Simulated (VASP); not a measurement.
A run of VASP 6.6.1:

File INCAR:

```
SYSTEM = Cr
PREC     = Accurate       ! precision mode
ENCUT    = 520            ! plane-wave cutoff, eV
EDIFF    = 1E-6           ! SCF threshold, eV
ISMEAR   = -1             ! smearing method
SIGMA    = 0.1            ! smearing width, eV
LREAL    = .False.        ! projectors in reciprocal space
LASPH    = .True.         ! aspherical terms in the spheres
NELM     = 100            ! most SCF steps
ALGO     = Normal         ! electronic algorithm
ISIF     = 2              ! what is computed and relaxed
LWAVE    = .False.        ! write WAVECAR
LCHARG   = .False.        ! write CHGCAR
NBANDS   = 19             ! bands
```

Contents of KPOINTS:

```
Automatic mesh
0
Gamma
  17 17 15
  0 0 0
```

The input POSCAR:

```
Cr
1.0
   -2.7820957227      2.7826519123      1.1655919913
    2.7826519123     -2.7820957227      1.1655919913
    1.7004129546      1.7004129546     -1.1645733290
Cr
2
Direct
    0.0000206302      0.9999793698      1.0000000000
    0.7499793698      0.2500206302      0.5000000000
```

Potentials or basis: VASP PAW LDA potentials, release 64 (Cr_pv).

The run is started by

```sh
$ cat potpaw_LDA.64/Cr_pv/POTCAR > POTCAR
$ mpirun -np 1 vasp_std > vasp.out
```

Hardware: 1 thread of Oxide Virtual Turin-like Processor, with other jobs on the host.

Problem. Estimate the wall time of this run.

Solution. It took 9.2 min on 1 thread of Oxide Virtual Turin-like Processor, with other jobs on the host, peak memory 0.44 GiB. Counts: scf iterations 12, k points 1152.
